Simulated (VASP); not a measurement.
# Cu (Fm-3m) in VASP: settings compared, part 2 of 3

VASP 6.6.1. The steps go on from the part before.

## 3. Relaxation of cell and atoms, PBEsol

This run uses another cell than the first one, of 11.31 Å³/atom, 1.104 times its volume.

Input file INCAR:

```
  PREC = Accurate
  ENCUT = 600
  EDIFF = 1E-6
  ISMEAR = -1
  SIGMA = 0.15
  LREAL = F
  LASPH = T
  NELM = 100
  ALGO = Normal
  ISIF = 3
  LWAVE = F
  LCHARG = F
  GGA = PS
  IBRION = 2
  NSW = 80
  EDIFFG = -0.001
```

Input file KPOINTS:

```
regular mesh
0
Gamma
  20 20 20
```

Input file POSCAR:

```
Cu
1.0
    0.0000000000      1.7816860414      1.7816860414
    1.7816860414      0.0000000000      1.7816860414
    1.7816860414      1.7816860414      0.0000000000
Cu
1
Direct
    0.0000000000      0.0000000000      0.0000000000
```

Potentials or basis: VASP PAW PBE potentials, release 64 (Cu).

Started as:

```bash
> cat potpaw_PBE.64/Cu/POTCAR > POTCAR
> mpirun -np 1 vasp_std > vasp.out
```

OUTCAR:

```text
PREC = Accurate
   ENCUT = 600
   EDIFF = 1E-6
   ISMEAR = -1
   LREAL = F
   LASPH = T
   NELM = 100
   ISIF = 3
   GGA = PS
   IBRION = 2
   NSW = 80
   EDIFFG = -0.001

 ion  position               nearest neighbor table
   1  0.000  0.000  0.000-

  LATTYP: Found a face centered cubic cell.
 ALAT       =     3.5633720828

  Lattice vectors:

 A1 = (   0.0000000000,   1.7816860414,   1.7816860414)
 A2 = (   1.7816860414,   0.0000000000,   1.7816860414)
 A3 = (   1.7816860414,   1.7816860414,   0.0000000000)

Analysis of symmetry for initial positions (statically):
=====================================================================
 Subroutine PRICEL returns:
 Original cell was already a primitive cell.

 Routine SETGRP: Setting up the symmetry group for a
 face centered cubic supercell.

 Subroutine GETGRP returns: Found 48 space group operations
 (whereof 48 operations were pure point group operations)
 out of a pool of 48 trial point group operations.

The static configuration has the point symmetry O_h .

Analysis of symmetry for dynamics (positions and initial velocities):
=====================================================================
 Subroutine PRICEL returns:
 Original cell was already a primitive cell.

 Routine SETGRP: Setting up the symmetry group for a
 face centered cubic supercell.

 Subroutine GETGRP returns: Found 48 space group operations
 (whereof 48 operations were pure point group operations)
 out of a pool of 48 trial point group operations.

The dynamic configuration has the point symmetry O_h .

 Subroutine INISYM returns: Found 48 space group operations
 (whereof 48 operations are pure point group operations),
 and found     1 'primitive' translations

----------------------------------------------------------------------------------------

                                     Primitive cell

  volume of cell :      11.3116

  direct lattice vectors                    reciprocal lattice vectors
     0.000000000  1.781686041  1.781686041    -0.280633057  0.280633057  0.280633057
     1.781686041  0.000000000  1.781686041     0.280633057 -0.280633057  0.280633057
     1.781686041  1.781686041  0.000000000     0.280633057  0.280633057 -0.280633057

  length of vectors
     2.519684564  2.519684564  2.519684564     0.486070713  0.486070713  0.486070713

  position of ions in fractional coordinates (direct lattice)
     0.000000000  0.000000000  0.000000000

  ion indices of the primitive-cell ions
   primitive index   ion index
                 1           1

----------------------------------------------------------------------------------------

 KPOINTS: regular mesh

Automatic generation of k-mesh.
 Grid dimensions read from file:
 generate k-points for:   20   20   20

 Generating k-lattice:

  Cartesian coordinates                     Fractional coordinates (reciprocal lattice)
    -0.014031653  0.014031653  0.014031653     0.050000000  0.000000000  0.000000000
     0.014031653 -0.014031653  0.014031653     0.000000000  0.050000000  0.000000000
[... 50 lines left out ...]
   ISTART =      0    job   : 0-new  1-cont  2-samecut
   ICHARG =      2    charge: 1-file 2-atom 10-const
   ISPIN  =      1    spin polarized calculation?
   LNONCOLLINEAR =      F non collinear calculations
   LSORBIT =      F    spin-orbit coupling
   LASPH  =      T    aspherical Exc in radial PAW
   ENCUT  =  600.0 eV  44.10 Ry    6.64 a.u.   5.03  5.03  5.03*2*pi/ulx,y,z
   NELM   =    100;   NELMIN=  2; NELMDL= -5     # of ELM steps
   EDIFF  = 0.1E-05   stopping-criterion for ELM
   LREAL  =      F    real-space projection
   EDIFFG = -.1E-02   stopping-criterion for IOM
   NSW    =     80    number of steps for IOM
   IBRION =      2    ionic relax: 0-MD 1-quasi-New 2-CG
   NFREE  =      1    steps in history (QN), initial steepest desc. (CG)
   ISIF   =      3    stress and relaxation
   ISYM   =      2    0-nonsym 1-usesym 2-fastsym
   POTIM  = 0.5000    time-step for ionic-motion
   TEBEG  =    0.0;   TEEND  =   0.0 temperature during run
   PSTRESS=    0.0 pullay stress
   NELECT =      11.0000    total number of electrons
   NUPDOWN=      -1.0000    fix difference up-down
   EMIN   =  10.00;   EMAX   =-10.00  energy-range for DOS
   EFERMI =   0.00;   METHOD = LEGACY
   ISMEAR =    -1;   SIGMA  =   0.15  broadening in eV -4-tet -1-fermi 0-gaus
   EFERMI_NEDOS =   21; number of points for ismear=-14 and -15
   IALGO  =     38    algorithm
   IMIX   =      4    mixing-type and parameters
     AMIX     =   0.40;   BMIX     =  1.00
     AMIX_MAG =   1.60;   BMIX_MAG =  1.00
  volume/ion in A,a.u.               =      11.31        76.33
  Fermi-wavevector in a.u.,A,eV,Ry     =   1.621927  3.064997 35.792114  2.630646
  Thomas-Fermi vector in A             =   2.715623
   LORBIT       =      0    0 simple, 1 ext, 2 COOP (PROOUT), +10 PAW based schemes
   GGA     = PS    functional components
   LHFCALC =     F    Hartree Fock is set to
   AEXX    =    0.0000 exact exchange contribution
   IVDW    =     0    specifies the selected vdW correction
   LEPSILON=     F    determine dielectric tensor
   LRPA    =     F    only Hartree local field effects (RPA)
 conjugate gradient relaxation of ions
 non-spin polarized calculation
  energy-cutoff  :      600.00
  volume of cell :       11.31
 maximum number of plane-waves:       388
   NGX =  9   NGY =  9   NGZ =  9

--------------------------------------- Ionic step        1  -------------------------------------------

 number of electron      11.0000013 magnetization

 Free energy of the ion-electron system (eV)
  ---------------------------------------------------
  ext. energy  EPLUGINS =         0.00000000
  ---------------------------------------------------
  free energy    TOTEN  =        -4.31981303 eV

  energy without entropy =       -4.29844228  energy(sigma->0) =       -4.30912765

------------------------ aborting loop because EDIFF is reached ----------------------------------------

  FORCE on cell =-STRESS in cart. coord.  units (eV):
  Direction    XX          YY          ZZ          XY          YZ          ZX
  --------------------------------------------------------------------------------------
  -------------------------------------------------------------------------------------
  Total        0.0655984      0.0655984      0.0655984     -0.0000000      0.0000000     -0.0000000
  in kB        9.2913814      9.2913814      9.2913814     -0.0000000      0.0000000     -0.0000000
  external PRESSURE =       9.2913814 kB  Pullay stress =       0.0000000 kB
[... 86 lines left out ...]
  FREE ENERGIE OF THE ION-ELECTRON SYSTEM (eV)
  ---------------------------------------------------
  free  energy   TOTEN  =        -4.3199731675 eV

  energy  without entropy=       -4.2985455753  energy(sigma->0) =       -4.30925937

[... ionic steps 4 to 7 ...]

--------------------------------------- Ionic step        8  -------------------------------------------

 number of electron      11.0000013 magnetization

------------------------ aborting loop because EDIFF is reached ----------------------------------------
[... 65 lines left out ...]
--------------------------------------- Ionic step       10  -------------------------------------------

 number of electron      11.0000013 magnetization

 Free energy of the ion-electron system (eV)
  ---------------------------------------------------
  ext. energy  EPLUGINS =         0.00000000
  ---------------------------------------------------
  free energy    TOTEN  =        -4.31997334 eV

  energy without entropy =       -4.29853940  energy(sigma->0) =       -4.30925637

 E-fermi :   7.8832     XC(G=0): -13.1311

 val. band max:        7.8786859876   @ k =  -0.4500   0.1000   0.0000
 cond. band min:       7.8960643705   @ k =   0.4500   0.3500   0.0000
 fundamental gap:      0.0173783829
 Fermi energy:         7.8831541209

 k-point     1 :       0.0000    0.0000    0.0000
  band No.  band energies     occupation
      1      -1.8045      2.00000
      2       4.7285      2.00000
      3       4.7285      2.00000
      4       4.7285      2.00000
      5       5.6106      2.00000
      6       5.6106      2.00000
      7      30.7637      0.00000
      8      33.6739      0.00000
      9      33.6739      0.00000
[... 265 lines left out ...]
 k-point    24 :      -0.3500    0.0500    0.0000
  band No.  band energies     occupation
      1       2.0949      2.00000
      2       4.7580      2.00000
      3       4.8009      2.00000
      4       4.9092      2.00000
      5       5.9420      2.00000
      6       6.2356      1.99997
      7      15.3573      0.00000
      8      28.0702      0.00000
      9      30.4547      0.00000

 [... further k-points ...]
[... 5 lines left out ...]
  --------------------------------------------------------------------------------------
  -------------------------------------------------------------------------------------
  Total        0.0006686      0.0006686      0.0006686      0.0000000      0.0000000     -0.0000000
  in kB        0.0942046      0.0942046      0.0942046      0.0000000      0.0000000     -0.0000000
  external PRESSURE =       0.0942046 kB  Pullay stress =       0.0000000 kB
[... 16 lines left out ...]
  FREE ENERGIE OF THE ION-ELECTRON SYSTEM (eV)
  ---------------------------------------------------
  free  energy   TOTEN  =        -4.3199733434 eV

  energy  without entropy=       -4.2985394048  energy(sigma->0) =       -4.30925637

 reached required accuracy - stopping structural energy minimisation
```

OSZICAR:

```text
N       E                     dE             d eps       ncg     rms          rms(c)
DAV:   1     0.386384215787E+02    0.38638E+02   -0.62379E+03  4720   0.233E+03
DAV:   2    -0.494536753418E+01   -0.43584E+02   -0.41640E+02  4643   0.209E+02
DAV:   3    -0.542218432068E+01   -0.47682E+00   -0.47516E+00  5448   0.315E+01
[... 53 lines left out ...]
DAV:   1    -0.431997334869E+01    0.24153E-07   -0.43184E-08  2324   0.539E-03    0.545E-04
DAV:   2    -0.431997334731E+01    0.13838E-08   -0.85046E-08  2322   0.716E-03
   9 F= -.43199733E+01 E0= -.43092566E+01  d E =0.824939E-07
       N       E                     dE             d eps       ncg     rms          rms(c)
DAV:   1    -0.431997334476E+01    0.39308E-08   -0.10874E-08  2320   0.251E-03    0.286E-05
DAV:   2    -0.431997334339E+01    0.13729E-08   -0.69085E-10  2319   0.373E-04
  10 F= -.43199733E+01 E0= -.43092564E+01  d E =0.391992E-08
```

CONTCAR:

```text
Cu
   1.00000000000000
    -0.0000000000000000    1.7848037458190804    1.7848037458190804
     1.7848037458190804    0.0000000000000000    1.7848037458190804
     1.7848037458190804    1.7848037458190804   -0.0000000000000000
  Cu
     1
Direct
     0.0000000000000000    1.0000000000000000    1.0000000000000000

  0.00000000E+00  0.00000000E+00  0.00000000E+00
```

Run time: 68 s. Hardware: 1 thread of Intel Xeon 6975P-C, shared host; peak memory 0.16 GiB.

What came out:

```
Free energy                            : -4.3200 eV
Relaxed volume                         : 11.37 Å³/atom
Relaxed cell                           : a = 2.524 Å, b = 2.524 Å, c = 2.524 Å, α = 60.00°, β = 60.00°, γ = 60.00°
Space group after relaxing (to 0.05 Å) : Fm-3m (No. 225)
Energy gained by relaxing              : 0.2 meV/atom
Ionic steps                            : 10
Pressure after relaxing                : 0.0 GPa
```

Step by step:
```
step  energy change (eV)  largest force (eV/Å)  pressure (GPa)  volume (Å³)
   1              0.0000                0.0000            0.93        11.31
   2             -0.0001                0.0000           -0.53        11.42
   3             -0.0002                0.0000            0.02        11.37
   4             -0.0002                0.0000            0.03        11.37
   5             -0.0001                0.0000           -0.27        11.39
   6             -0.0002                0.0000           -0.02        11.37
   7             -0.0002                0.0000            0.03        11.37
   8             -0.0002                0.0000           -0.09        11.37
   9             -0.0002                0.0000            0.07        11.37
  10             -0.0002                0.0000            0.01        11.37
```

Final structure:
```
CELL_PARAMETERS angstrom
0.00000 1.78480 1.78480
1.78480 0.00000 1.78480
1.78480 1.78480 0.00000
ATOMIC_POSITIONS crystal
Cu 0.00000 0.00000 0.00000
```

Levels at points of the mesh, in eV from the Fermi level:
```tsv
k point	band 2	band 3	band 4	band 5	band 6	band 7	band 8	band 9
(0.00, 0.00, 0.00)	-3.15	-3.15	-3.15	-2.27	-2.27	22.88	25.79	25.79
(0.50, 0.00, 0.00)	-3.19	-3.19	-1.67	-1.67	-1.16	3.92	21.36	22.60
(0.50, 0.50, 0.00)	-4.64	-1.69	-1.52	-1.52	1.42	7.36	13.32	13.32
```

Caveat: the PAW data sets were made with another functional, which shifts forces and pressure a little.

(Continued in part 3 of 3.)
